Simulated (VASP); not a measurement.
# Be7B (P-43m) in VASP: a series of runs

Runs on Be7B. Level: PBE. Tasks: single point, relaxation of cell and atoms.

All numbers are computed with VASP 6.6.1; they aren't measurements. Logs are shortened: lines on timing, memory, paths and dates and some standing lists are left out, and cuts for length are marked.

## 1. The cell of the first run

Symmetry: P-43m, No. 215, cubic system. Conventional cell: a = 4.234 Å, b = 4.234 Å, c = 4.234 Å, α = 90.00°, β = 90.00°, γ = 90.00°. Be (site symmetry 3m) has 3 Be at 1.83 Å and 1 B at 1.85 Å within 2.4 Å. Within 2.4 Å of Be (site symmetry -42m) lie 4 Be at 1.83 Å. B (site symmetry -43m) has 4 Be at 1.85 Å within 2.5 Å.

The cell was built from a structure type or drawn by symmetry, and may not be a known phase.

## 2. Single point, PBE

INCAR reads:

```
SYSTEM = Be7B
PREC = Accurate
ENCUT = 520
EDIFF = 1E-6
ISMEAR = 0
SIGMA = 0.1
LREAL = .False.
LASPH = .True.
NELM = 100
ALGO = Fast
ISIF = 2
LWAVE = .False.
LCHARG = .False.
GGA = PE
NBANDS = 18
```

KPOINTS reads:

```
Automatic mesh
0
Gamma
  4 4 4
  0 0 0
```

POSCAR reads:

```
Be7B
1.0
    4.2342332200      0.0000000000      0.0000000000
    0.0000000000      4.2342332200      0.0000000000
    0.0000000000      0.0000000000      4.2342332200
Be B
7 1
Direct
    0.2526152100      0.2526152100      0.2526152100
    0.0000000000      0.5000000000      0.5000000000
    0.5000000000      0.5000000000      0.0000000000
    0.5000000000      0.0000000000      0.5000000000
    0.7473847900      0.2526152100      0.7473847900
    0.7473847900      0.7473847900      0.2526152100
    0.2526152100      0.7473847900      0.7473847900
    0.0000000000      0.0000000000      0.0000000000
```

Potentials or basis: VASP PAW PBE potentials, release 64 (Be, B).

Run with:

```console
> cat potpaw_PBE.64/Be/POTCAR potpaw_PBE.64/B/POTCAR > POTCAR
> mpirun -np 1 vasp_std > vasp.out
```

OUTCAR:

```text
SYSTEM = Be7B
   PREC = Accurate
   ENCUT = 520
   EDIFF = 1E-6
   ISMEAR = 0
   LREAL = .False.
   LASPH = .True.
   NELM = 100
   ISIF = 2
   GGA = PE

 ion  position               nearest neighbor table
   1  0.253  0.253  0.253-   2 1.83   3 1.83   4 1.83   8 1.85
   2  0.000  0.500  0.500-   1 1.83   5 1.83   6 1.83   7 1.83
   3  0.500  0.500  0.000-   1 1.83   5 1.83   6 1.83   7 1.83
   4  0.500  0.000  0.500-   1 1.83   5 1.83   6 1.83   7 1.83
   5  0.747  0.253  0.747-   2 1.83   3 1.83   4 1.83   8 1.85
   6  0.747  0.747  0.253-   2 1.83   3 1.83   4 1.83   8 1.85
   7  0.253  0.747  0.747-   2 1.83   3 1.83   4 1.83   8 1.85
   8  0.000  0.000  0.000-   1 1.85   5 1.85   6 1.85   7 1.85

  LATTYP: Found a simple cubic cell.
 ALAT       =     4.2342332200

  Lattice vectors:

 A1 = (   4.2342332200,   0.0000000000,   0.0000000000)
 A2 = (   0.0000000000,   4.2342332200,   0.0000000000)
 A3 = (   0.0000000000,   0.0000000000,   4.2342332200)

Analysis of symmetry for initial positions (statically):
=====================================================================
 Subroutine PRICEL returns:
 Original cell was already a primitive cell.

 Routine SETGRP: Setting up the symmetry group for a
 simple cubic supercell.

 Subroutine GETGRP returns: Found 24 space group operations
 (whereof 24 operations were pure point group operations)
 out of a pool of 48 trial point group operations.

The static configuration has the point symmetry T_d .

Analysis of symmetry for dynamics (positions and initial velocities):
=====================================================================
 Subroutine PRICEL returns:
 Original cell was already a primitive cell.

 Routine SETGRP: Setting up the symmetry group for a
 simple cubic supercell.

 Subroutine GETGRP returns: Found 24 space group operations
 (whereof 24 operations were pure point group operations)
 out of a pool of 48 trial point group operations.

The dynamic configuration has the point symmetry T_d .

 Subroutine INISYM returns: Found 24 space group operations
 (whereof 24 operations are pure point group operations),
 and found     1 'primitive' translations

----------------------------------------------------------------------------------------

                                     Primitive cell

  volume of cell :      75.9144

  direct lattice vectors                    reciprocal lattice vectors
     4.234233220  0.000000000  0.000000000     0.236170269  0.000000000  0.000000000
     0.000000000  4.234233220  0.000000000     0.000000000  0.236170269  0.000000000
     0.000000000  0.000000000  4.234233220     0.000000000  0.000000000  0.236170269

  length of vectors
     4.234233220  4.234233220  4.234233220     0.236170269  0.236170269  0.236170269

  position of ions in fractional coordinates (direct lattice)
     0.252615210  0.252615210  0.252615210
     0.000000000  0.500000000  0.500000000
     0.500000000  0.500000000  0.000000000
     0.500000000  0.000000000  0.500000000
     0.747384790  0.252615210  0.747384790
     0.747384790  0.747384790  0.252615210
     0.252615210  0.747384790  0.747384790
     0.000000000  0.000000000  0.000000000

  ion indices of the primitive-cell ions
   primitive index   ion index
                 1           1
                 2           2
                 3           3
                 4           4
                 5           5
                 6           6
                 7           7
                 8           8

----------------------------------------------------------------------------------------

 KPOINTS: Automatic mesh

Automatic generation of k-mesh.
 Grid dimensions read from file:
 generate k-points for:    4    4    4

 Generating k-lattice:

  Cartesian coordinates                     Fractional coordinates (reciprocal lattice)
     0.059042567  0.000000000  0.000000000     0.250000000  0.000000000  0.000000000
     0.000000000  0.059042567  0.000000000     0.000000000  0.250000000  0.000000000
     0.000000000  0.000000000  0.059042567     0.000000000  0.000000000  0.250000000

  Length of vectors
     0.059042567  0.059042567  0.059042567

  Shift w.r.t. Gamma in fractional coordinates (k-lattice)
     0.000000000  0.000000000  0.000000000

 Subroutine IBZKPT returns following result:
 ===========================================

 Found     10 irreducible k-points:

 Following reciprocal coordinates:
            Coordinates               Weight
  0.000000  0.000000  0.000000      1.000000
  0.250000  0.000000  0.000000      6.000000
  0.500000  0.000000  0.000000      3.000000
  0.250000  0.250000  0.000000     12.000000
  0.500000  0.250000  0.000000     12.000000
  0.500000  0.500000  0.000000      3.000000
  0.250000  0.250000  0.250000      8.000000
  0.500000  0.250000  0.250000     12.000000
  0.500000  0.500000  0.250000      6.000000
  0.500000  0.500000  0.500000      1.000000
   k-points           NKPTS =     10   k-points in BZ     NKDIM =     10   number of bands    NBANDS=     18
   number of dos      NEDOS =    301   number of ions     NIONS =      8
   total plane-waves  NPLWV =  32768
   dimension x,y,z NGX =    32 NGY =   32 NGZ =   32
   dimension x,y,z NGXF=    64 NGYF=   64 NGZF=   64
   ions per type =               7   1
   NGX,Y,Z   is equivalent  to a cutoff of  12.56, 12.56, 12.56 a.u.
   NGXF,Y,Z  is equivalent  to a cutoff of  25.13, 25.13, 25.13 a.u.
 SYSTEM =  Be7B
   PREC   = accura    normal or accurate (medium, high low for compatibility)
   ISTART =      0    job   : 0-new  1-cont  2-samecut
   ICHARG =      2    charge: 1-file 2-atom 10-const
   ISPIN  =      1    spin polarized calculation?
   LNONCOLLINEAR =      F non collinear calculations
   LSORBIT =      F    spin-orbit coupling
   LASPH  =      T    aspherical Exc in radial PAW
   ENCUT  =  520.0 eV  38.22 Ry    6.18 a.u.   7.87  7.87  7.87*2*pi/ulx,y,z
   NELM   =    100;   NELMIN=  2; NELMDL= -5     # of ELM steps
   EDIFF  = 0.1E-05   stopping-criterion for ELM
   LREAL  =      F    real-space projection
   EDIFFG = 0.1E-04   stopping-criterion for IOM
   NSW    =      0    number of steps for IOM
   IBRION =     -1    ionic relax: 0-MD 1-quasi-New 2-CG
   NFREE  =      0    steps in history (QN), initial steepest desc. (CG)
   ISIF   =      2    stress and relaxation
   ISYM   =      2    0-nonsym 1-usesym 2-fastsym
   POTIM  = 0.5000    time-step for ionic-motion
   TEBEG  =    0.0;   TEEND  =   0.0 temperature during run
   PSTRESS=    0.0 pullay stress
   NELECT =      17.0000    total number of electrons
   NUPDOWN=      -1.0000    fix difference up-down
   EMIN   =  10.00;   EMAX   =-10.00  energy-range for DOS
   EFERMI =   0.00;   METHOD = LEGACY
   ISMEAR =     0;   SIGMA  =   0.10  broadening in eV -4-tet -1-fermi 0-gaus
   EFERMI_NEDOS =   21; number of points for ismear=-14 and -15
   IALGO  =     68    algorithm
   IMIX   =      4    mixing-type and parameters
     AMIX     =   0.40;   BMIX     =  1.00
     AMIX_MAG =   1.60;   BMIX_MAG =  1.00
  volume/ion in A,a.u.               =       9.49        64.04
  Fermi-wavevector in a.u.,A,eV,Ry     =   0.994145  1.878661 13.446966  0.988324
  Thomas-Fermi vector in A             =   2.126076
   LORBIT       =      0    0 simple, 1 ext, 2 COOP (PROOUT), +10 PAW based schemes
   GGA     = PE    functional components
   LHFCALC =     F    Hartree Fock is set to
   AEXX    =    0.0000 exact exchange contribution
   IVDW    =     0    specifies the selected vdW correction
   LEPSILON=     F    determine dielectric tensor
   LRPA    =     F    only Hartree local field effects (RPA)
 non-spin polarized calculation
 RMM-DIIS sequential band-by-band and
 Gauss-broadening in eV      SIGMA  =   0.10
  energy-cutoff  :      520.00
  volume of cell :       75.91
 maximum number of plane-waves:      2064
 NGX is ok and might be reduce to    32
   NGX = 15   NGY = 15   NGZ = 15

 number of electron      17.0000000 magnetization

 Free energy of the ion-electron system (eV)
  ---------------------------------------------------
  ext. energy  EPLUGINS =         0.00000000
  ---------------------------------------------------
  free energy    TOTEN  =       -17.01695590 eV

  energy without entropy =      -16.99585606  energy(sigma->0) =      -17.00640598

 E-fermi :   4.3240     XC(G=0):  -9.9920

 val. band max:        4.3238642340   @ k =   0.2500   0.2500   0.2500
 cond. band min:       4.3508375800   @ k =   0.5000   0.5000   0.0000
 fundamental gap:      0.0269733460
 Fermi energy:         4.3240200270

 k-point     1 :       0.0000    0.0000    0.0000
  band No.  band energies     occupation
      1      -5.5169      2.00000
      2      -0.4038      2.00000
      3       1.1733      2.00000
      4       1.1733      2.00000
      5       1.1733      2.00000
      6       1.4857      2.00000
[... 10 lines left out ...]
     17      10.4470      0.00000
     18      12.7363      0.00000

 k-point     2 :       0.2500    0.0000    0.0000
  band No.  band energies     occupation
      1      -5.1507      2.00000
      2      -1.8763      2.00000
      3       0.6374      2.00000
      4       1.4955      2.00000
      5       1.4955      2.00000
      6       1.8270      2.00000
[... 10 lines left out ...]
     17      11.6343      0.00000
     18      13.2783      0.00000

 k-point     3 :       0.5000    0.0000    0.0000
  band No.  band energies     occupation
      1      -4.4084      2.00000
      2      -3.3446      2.00000
      3       1.2916      2.00000
      4       2.1565      2.00000
      5       2.1565      2.00000
      6       2.2037      2.00000
[... 118 lines left out ...]
 k-point     9 :       0.5000    0.5000    0.2500
  band No.  band energies     occupation
      1      -3.1429      2.00000
      2      -1.5598      2.00000
      3      -1.5598      2.00000
      4      -1.4425      2.00000
      5       0.5785      2.00000
      6       1.7509      2.00000
[... 10 lines left out ...]
     17      14.4234      0.00000
     18      14.4845      0.00000

 k-point    10 :       0.5000    0.5000    0.5000
  band No.  band energies     occupation
      1      -2.5961      2.00000
      2      -0.9677      2.00000
      3      -0.9677      2.00000
      4      -0.9677      2.00000
      5      -0.5365      2.00000
      6       0.4446      2.00000
[... 10 lines left out ...]
     17      14.4744      0.00000
     18      14.4747      0.00000

------------------------ aborting loop because EDIFF is reached ----------------------------------------

  FORCE on cell =-STRESS in cart. coord.  units (eV):
  Direction    XX          YY          ZZ          XY          YZ          ZX
  --------------------------------------------------------------------------------------
  -------------------------------------------------------------------------------------
  Total       16.3415678     16.3415678     16.3415678     -0.0000000     -0.0000000      0.0000000
  in kB      344.8895040    344.8895040    344.8895040     -0.0000000     -0.0000000      0.0000000
  external PRESSURE =     344.8895040 kB  Pullay stress =       0.0000000 kB

 VOLUME and BASIS-vectors are now :
 -----------------------------------------------------------------------------
  energy-cutoff  :      520.00
  volume of cell :       75.91
      direct lattice vectors                 reciprocal lattice vectors
     4.234233220  0.000000000  0.000000000     0.236170269  0.000000000  0.000000000
     0.000000000  4.234233220  0.000000000     0.000000000  0.236170269  0.000000000
     0.000000000  0.000000000  4.234233220     0.000000000  0.000000000  0.236170269

 POSITION                                       TOTAL-FORCE (eV/Angst)
 -----------------------------------------------------------------------------------
      1.06963      1.06963      1.06963        -0.825974     -0.825974     -0.825974
      0.00000      2.11712      2.11712        -0.000000     -0.000000     -0.000000
      2.11712      2.11712      0.00000        -0.000000     -0.000000     -0.000000
      2.11712      0.00000      2.11712        -0.000000     -0.000000     -0.000000
      3.16460      1.06963      3.16460         0.825974     -0.825974      0.825974
      3.16460      3.16460      1.06963         0.825974      0.825974     -0.825974
      1.06963      3.16460      3.16460        -0.825974      0.825974      0.825974
      0.00000      0.00000      0.00000        -0.000000     -0.000000     -0.000000
 -----------------------------------------------------------------------------------
    total drift:                                0.000000      0.000000      0.000000

  FREE ENERGIE OF THE ION-ELECTRON SYSTEM (eV)
  ---------------------------------------------------
  free  energy   TOTEN  =       -17.0169558953 eV

  energy  without entropy=      -16.9958560574  energy(sigma->0) =      -17.00640598
```

Run time: 9.7 s. Hardware: 1 thread of Intel Xeon Platinum 8488C (Sapphire Rapids), shared host; peak memory 0.16 GiB.

What came out:

```
Free energy            : -17.0170 eV
Pressure               : 34.5 GPa
Largest force          : 1.431 eV/Å
Band gap on the k mesh : zero (an odd number of electrons rules out a gap without spin polarisation)
```

Forces on the atoms (eV/Å):
```
Be  -0.826 -0.826 -0.826
Be   0.000  0.000  0.000
Be   0.000  0.000  0.000
Be   0.000  0.000  0.000
Be   0.826 -0.826  0.826
Be   0.826  0.826 -0.826
Be  -0.826  0.826  0.826
B    0.000  0.000  0.000
```

Levels at points of the mesh, in eV from the Fermi level:
| k point | band 5 | band 6 | band 7 | band 8 | band 9 | band 10 | band 11 | band 12 |
| --- | --- | --- | --- | --- | --- | --- | --- | --- |
| (0.00, 0.00, 0.00) | -3.15 | -2.84 | -2.84 | 0.08 | 0.08 | 0.08 | 0.74 | 0.74 |
| (0.50, 0.00, 0.00) | -2.17 | -2.12 | -1.66 | -1.45 | -1.45 | -1.33 | 1.93 | 1.93 |
| (0.50, 0.50, 0.00) | -1.42 | -1.12 | -0.40 | -0.40 | -0.07 | -0.05 | 0.03 | 0.03 |
| (0.50, 0.50, 0.50) | -4.86 | -3.88 | -3.88 | -3.88 | 2.91 | 2.91 | 2.91 | 4.01 |

Caveat: the k points lie up to 0.37 Å⁻¹ apart, too coarse for converged energies and pressures of a metal; forces of over 1 eV/Å act on the atoms, so gaps and moduli don't describe the material at rest.

(Part 1 of 3 ends here.)
